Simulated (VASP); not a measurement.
# BAs (r.B) in VASP: a series of runs

BAs (r.B) is run at these levels: PBE+D4; tasks: single point.

All numbers are computed with VASP 6.6.1; they aren't measurements. Logs are shortened: lines on timing, memory, paths and dates and some standing lists are left out, and cuts for length are marked.

## 1. The cell of the first run

The cell holds a sheet with vacuum, 2 atoms: a = 3.380 Å, b = 3.380 Å, c = 14.000 Å, α = 90.00°, β = 90.00°, γ = 120.00°.

## 2. Single point, PBE+D4

INCAR reads:

```
SYSTEM = BAs
PREC = Accurate
ENCUT = 420
EDIFF = 1E-6
ISMEAR = 0
SIGMA = 0.03
LREAL = .FALSE.
LASPH = .TRUE.
NELM = 120
ALGO = Normal
ISIF = 2
LWAVE = .FALSE.
LCHARG = .FALSE.
LDIPOL = .TRUE.
IDIPOL = 3
DIPOL = 0.5 0.5 0.500
GGA = PE
IVDW = 13
NBANDS = 11
GGA_COMPAT = .FALSE.
NELMDL = -8
```

KPOINTS reads:

```
regular mesh
0
G
  12 12 1
  0 0 0
```

POSCAR reads:

```
BAs
1.0
    3.3800000000      0.0000000000      0.0000000000
   -1.6900000000      2.9271658648      0.0000000000
    0.0000000000      0.0000000000     14.0000000000
B As
1 1
Direct
    0.3333330000      0.6666670000      0.5000000000
    0.6666670000      0.3333330000      0.5000000000
```

Potentials or basis: VASP PAW PBE potentials, release 64 (B, As).

Started as:

```console
cat potpaw_PBE.64/B/POTCAR potpaw_PBE.64/As/POTCAR > POTCAR
mpirun -np 1 vasp_std > vasp.out
```

OUTCAR:

```text
SYSTEM = BAs
   PREC = Accurate
   ENCUT = 420
   EDIFF = 1E-6
   ISMEAR = 0
   LREAL = .FALSE.
   LASPH = .TRUE.
   NELM = 120
   ISIF = 2
   GGA = PE
   IVDW = 13
   NELMDL = -8

 ion  position               nearest neighbor table
   1  0.333  0.667  0.500-   2 1.95   2 1.95   2 1.95
   2  0.667  0.333  0.500-   1 1.95   1 1.95   1 1.95

  LATTYP: Found a hexagonal cell.
 ALAT       =     3.3800000000
 C/A-ratio  =     4.1420118343

  Lattice vectors:

 A1 = (   3.3800000000,   0.0000000000,   0.0000000000)
 A2 = (  -1.6900000000,   2.9271658648,   0.0000000000)
 A3 = (   0.0000000000,   0.0000000000,  14.0000000000)

Analysis of symmetry for initial positions (statically):
=====================================================================
 Subroutine PRICEL returns:
 Original cell was already a primitive cell.

 Routine SETGRP: Setting up the symmetry group for a
 hexagonal supercell.

 Subroutine GETGRP returns: Found 12 space group operations
 (whereof 12 operations were pure point group operations)
 out of a pool of 24 trial point group operations.

The static configuration has the point symmetry D_3h.

Analysis of symmetry for dynamics (positions and initial velocities):
=====================================================================
 Subroutine PRICEL returns:
 Original cell was already a primitive cell.

 Routine SETGRP: Setting up the symmetry group for a
 hexagonal supercell.

 Subroutine GETGRP returns: Found 12 space group operations
 (whereof 12 operations were pure point group operations)
 out of a pool of 24 trial point group operations.

The dynamic configuration has the point symmetry D_3h.

 Subroutine INISYM returns: Found 12 space group operations
 (whereof 12 operations are pure point group operations),
 and found     1 'primitive' translations

----------------------------------------------------------------------------------------

                                     Primitive cell

  volume of cell :     138.5135

  direct lattice vectors                    reciprocal lattice vectors
     3.380000000  0.000000000  0.000000000     0.295857988  0.170813689  0.000000000
    -1.690000000  2.927165865  0.000000000     0.000000000  0.341627378  0.000000000
     0.000000000  0.000000000 14.000000000     0.000000000  0.000000000  0.071428571

  length of vectors
     3.380000000  3.380000000 14.000000000     0.341627378  0.341627378  0.071428571

  position of ions in fractional coordinates (direct lattice)
     0.333333000  0.666667000  0.500000000
     0.666667000  0.333333000  0.500000000

  ion indices of the primitive-cell ions
   primitive index   ion index
                 1           1
                 2           2

----------------------------------------------------------------------------------------

 KPOINTS: regular mesh

Automatic generation of k-mesh.
 Grid dimensions read from file:
 generate k-points for:   12   12    1

 Generating k-lattice:

  Cartesian coordinates                     Fractional coordinates (reciprocal lattice)
     0.024654832  0.014234474  0.000000000     0.083333333  0.000000000  0.000000000
     0.000000000  0.028468948  0.000000000     0.000000000  0.083333333  0.000000000
     0.000000000  0.000000000  0.071428571     0.000000000  0.000000000  1.000000000

  Length of vectors
     0.028468948  0.028468948  0.071428571

  Shift w.r.t. Gamma in fractional coordinates (k-lattice)
     0.000000000  0.000000000  0.000000000

 Subroutine IBZKPT returns following result:
 ===========================================

 Found     19 irreducible k-points:

 Following reciprocal coordinates:
            Coordinates               Weight
  0.000000  0.000000  0.000000      1.000000
  0.083333  0.000000  0.000000      6.000000
  0.166667 -0.000000  0.000000      6.000000
  0.250000 -0.000000  0.000000      6.000000
  0.333333  0.000000  0.000000      6.000000
  0.416667  0.000000  0.000000      6.000000
[... 11 lines left out ...]
  0.333333  0.250000  0.000000     12.000000
  0.333333  0.333333  0.000000      2.000000
   k-points           NKPTS =     19   k-points in BZ     NKDIM =     19   number of bands    NBANDS=     11
   number of dos      NEDOS =    301   number of ions     NIONS =      2
   total plane-waves  NPLWV =  55296
   dimension x,y,z NGX =    24 NGY =   24 NGZ =   96
   dimension x,y,z NGXF=    48 NGYF=   48 NGZF=  192
   ions per type =               1   1
   NGX,Y,Z   is equivalent  to a cutoff of  11.80, 11.80, 11.40 a.u.
   NGXF,Y,Z  is equivalent  to a cutoff of  23.61, 23.61, 22.80 a.u.
 SYSTEM =  BAs
   PREC   = accura    normal or accurate (medium, high low for compatibility)
   ISTART =      0    job   : 0-new  1-cont  2-samecut
   ICHARG =      2    charge: 1-file 2-atom 10-const
   ISPIN  =      1    spin polarized calculation?
   LNONCOLLINEAR =      F non collinear calculations
   LSORBIT =      F    spin-orbit coupling
   LASPH  =      T    aspherical Exc in radial PAW
   ENCUT  =  420.0 eV  30.87 Ry    5.56 a.u.   5.65  5.65 23.39*2*pi/ulx,y,z
   NELM   =    120;   NELMIN=  2; NELMDL= -8     # of ELM steps
   EDIFF  = 0.1E-05   stopping-criterion for ELM
   LREAL  =      F    real-space projection
   EDIFFG = 0.1E-04   stopping-criterion for IOM
   NSW    =      0    number of steps for IOM
   IBRION =     -1    ionic relax: 0-MD 1-quasi-New 2-CG
   NFREE  =      0    steps in history (QN), initial steepest desc. (CG)
   ISIF   =      2    stress and relaxation
   ISYM   =      2    0-nonsym 1-usesym 2-fastsym
   POTIM  = 0.5000    time-step for ionic-motion
   TEBEG  =    0.0;   TEEND  =   0.0 temperature during run
   PSTRESS=    0.0 pullay stress
   NELECT =       8.0000    total number of electrons
   NUPDOWN=      -1.0000    fix difference up-down
   EMIN   =  10.00;   EMAX   =-10.00  energy-range for DOS
   EFERMI =   0.00;   METHOD = LEGACY
   ISMEAR =     0;   SIGMA  =   0.03  broadening in eV -4-tet -1-fermi 0-gaus
   EFERMI_NEDOS =   21; number of points for ismear=-14 and -15
   IALGO  =     38    algorithm
   IMIX   =      4    mixing-type and parameters
     AMIX     =   0.40;   BMIX     =  1.00
     AMIX_MAG =   1.60;   BMIX_MAG =  1.00
  volume/ion in A,a.u.               =      69.26       467.37
  Fermi-wavevector in a.u.,A,eV,Ry     =   0.632811  1.195840  5.448453  0.400450
  Thomas-Fermi vector in A             =   1.696254
   LORBIT       =      0    0 simple, 1 ext, 2 COOP (PROOUT), +10 PAW based schemes
   GGA     = PE    functional components
   LHFCALC =     F    Hartree Fock is set to
   AEXX    =    0.0000 exact exchange contribution
   IVDW    =    13    specifies the selected vdW correction
   LEPSILON=     F    determine dielectric tensor
   LRPA    =     F    only Hartree local field effects (RPA)
 non-spin polarized calculation
 Gauss-broadening in eV      SIGMA  =   0.03
  energy-cutoff  :      420.00
  volume of cell :      138.51
 maximum number of plane-waves:      2725
 NGX is ok and might be reduce to    24
   NGX = 11   NGY = 11   NGZ = 47

 dipolmoment           0.000000      0.000000     -0.000000 electrons x Angstroem

 number of electron       8.0000000 magnetization

 dipolmoment           0.000000      0.000000      0.000000 electrons x Angstroem

 Free energy of the ion-electron system (eV)
  ---------------------------------------------------
  ext. energy  EPLUGINS =         0.00000000
  ---------------------------------------------------
  free energy    TOTEN  =       -10.64199873 eV

  energy without entropy =      -10.64199873  energy(sigma->0) =      -10.64199873

 E-fermi :  -2.6599     XC(G=0):  -3.0658

 val. band max:       -2.7936696522   @ k =   0.3333   0.3333   0.0000
 cond. band min:      -2.0473237134   @ k =   0.3333   0.3333   0.0000
 fundamental gap:      0.7463459388
 Fermi energy:        -2.6599415440

 k-point     1 :       0.0000    0.0000    0.0000
  band No.  band energies     occupation
      1     -16.6290      2.00000
      2      -6.7330      2.00000
      3      -4.3205      2.00000
      4      -4.3204      2.00000
      5       0.7950      0.00000
      6       1.0432      0.00000
      7       2.0161      0.00000
      8       2.0307      0.00000
      9       2.0308      0.00000
     10       2.6093      0.00000
     11       4.5811      0.00000

 k-point     2 :       0.0833    0.0000    0.0000
  band No.  band energies     occupation
      1     -16.5326      2.00000
      2      -6.6239      2.00000
      3      -4.9552      2.00000
      4      -4.5314      2.00000
      5       0.9202      0.00000
      6       1.1831      0.00000
      7       2.1315      0.00000
      8       2.3028      0.00000
      9       2.4521      0.00000
     10       2.7382      0.00000
     11       4.2917      0.00000

 k-point     3 :       0.1667   -0.0000    0.0000
  band No.  band energies     occupation
      1     -16.2467      2.00000
      2      -6.3354      2.00000
      3      -6.2998      2.00000
      4      -5.0202      2.00000
      5       0.8708      0.00000
      6       1.3057      0.00000
      7       2.4593      0.00000
      8       3.0578      0.00000
      9       3.3318      0.00000
     10       3.5360      0.00000
     11       3.5665      0.00000
[... 197 lines left out ...]
 k-point    18 :       0.3333    0.2500    0.0000
  band No.  band energies     occupation
      1     -13.9008      2.00000
      2     -10.6410      2.00000
      3      -8.4255      2.00000
      4      -3.2860      2.00000
      5      -1.5763      0.00000
      6       3.1502      0.00000
      7       3.8965      0.00000
      8       4.9511      0.00000
      9       5.7426      0.00000
     10       6.6464      0.00000
     11       6.9973      0.00000

 k-point    19 :       0.3333    0.3333    0.0000
  band No.  band energies     occupation
      1     -13.7185      2.00000
      2     -10.7001      2.00000
      3      -8.7947      2.00000
      4      -2.7937      2.00000
      5      -2.0473      0.00000
      6       3.6040      0.00000
      7       3.8186      0.00000
      8       5.6672      0.00000
      9       6.3436      0.00000
     10       6.6954      0.00000
     11       7.1094      0.00000

------------------------ aborting loop because EDIFF is reached ----------------------------------------

 vacuum level on the upper side and lower side of the slab       (xc-potential included)        -0.089        -0.089

  DFT-D4 for vdW energy calculation

  Edisp (eV):   -0.32149

  FORCE on cell =-STRESS in cart. coord.  units (eV):
  Direction    XX          YY          ZZ          XY          YZ          ZX
  --------------------------------------------------------------------------------------
  -------------------------------------------------------------------------------------
  Total      -0.04016    -0.04016    -0.00786     0.00000     0.00000     0.00000
  in kB      -0.46457    -0.46457    -0.09097     0.00000     0.00000     0.00000
  external pressure =       -0.34 kB  Pullay stress =        0.00 kB

 VOLUME and BASIS-vectors are now :
 -----------------------------------------------------------------------------
  energy-cutoff  :      420.00
  volume of cell :      138.51
      direct lattice vectors                 reciprocal lattice vectors
     3.380000000  0.000000000  0.000000000     0.295857988  0.170813689  0.000000000
    -1.690000000  2.927165865  0.000000000     0.000000000  0.341627378  0.000000000
     0.000000000  0.000000000 14.000000000     0.000000000  0.000000000  0.071428571

 POSITION                                       TOTAL-FORCE (eV/Angst)
 -----------------------------------------------------------------------------------
     -0.00000      1.95144      7.00000         0.000000      0.000000      0.000000
      1.69000      0.97572      7.00000         0.000000     -0.000000      0.000000
 -----------------------------------------------------------------------------------
    total drift:                               -0.000128      0.000074      0.000000

  FREE ENERGIE OF THE ION-ELECTRON SYSTEM (eV)
  ---------------------------------------------------
  free  energy   TOTEN  =       -10.9634864015 eV

  energy  without entropy=      -10.9634864015  energy(sigma->0) =      -10.96348640

 vacuum level on the upper side and lower side of the slab         2.043         2.043
```

It took 52 s on 1 thread of Intel Xeon 8259CL, shared host; peak memory 0.23 GiB.

What came out:

```
Free energy                : -10.9635 eV
Band gap on the k mesh     : 0.75 eV, direct
Dispersion energy per atom : -0.161 eV
```

## 3. Single point, PBE+D4

This run uses another cell than the first one, of 117.18 Å³/atom, 1.692 times its volume.

INCAR reads:

```
ALGO = Normal ; DIPOL = 0.5 0.5 0.294
EDIFF = 1E-6 ; ENCUT = 420
GGA = PE ; GGA_COMPAT = False
IDIPOL = 3 ; ISIF = 2
ISMEAR = 0 ; IVDW = 13
LASPH = True ; LCHARG = False
LDIPOL = True ; LREAL = False
LWAVE = False ; NBANDS = 11
NELM = 120 ; NELMDL = -8
PREC = Accurate ; SIGMA = 0.03
```

KPOINTS reads:

```
k-points
0
Gamma
  12 12 1
```

POSCAR reads:

```
BAs
1.0
    3.3720582596      0.0000000000      0.0000000000
   -1.6860291298      2.9202881159      0.0000000000
    0.0000000000      0.0000000000     23.8000000000
B As
1 1
Direct
    0.3333333333      0.6666666667      0.2941176471
    0.6666666667      0.3333333333      0.2941176471
```

Potentials or basis: VASP PAW PBE potentials, release 64 (B, As).

Started as:

```console
cat potpaw_PBE.64/B/POTCAR potpaw_PBE.64/As/POTCAR > POTCAR
mpirun -np 1 vasp_std > vasp.out
```

Run time: 1.9 min. Hardware: 1 thread of Intel Xeon 8259CL, shared host; peak memory 0.29 GiB.

Results (log left out):

```yaml
Free_energy: -10.9630 eV
Band_gap_on_the_k_mesh: 0.74 eV, direct
Dispersion_energy_per_atom: -0.161 eV
```

Levels at points of the mesh, in eV from the valence-band top:
| k point | band 1 | band 2 | band 3 | band 4 | band 5 | band 6 | band 7 | band 8 | band 9 |
| --- | --- | --- | --- | --- | --- | --- | --- | --- | --- |
| (0.00, 0.00, 0.00) | -13.87 | -3.97 | -1.52 | -1.52 | 3.60 | 3.92 | 4.62 | 4.85 | 4.85 |
| (0.50, 0.00, 0.00) | -11.44 | -8.25 | -3.60 | -1.06 | 1.44 | 2.53 | 7.49 | 8.09 | 8.54 |
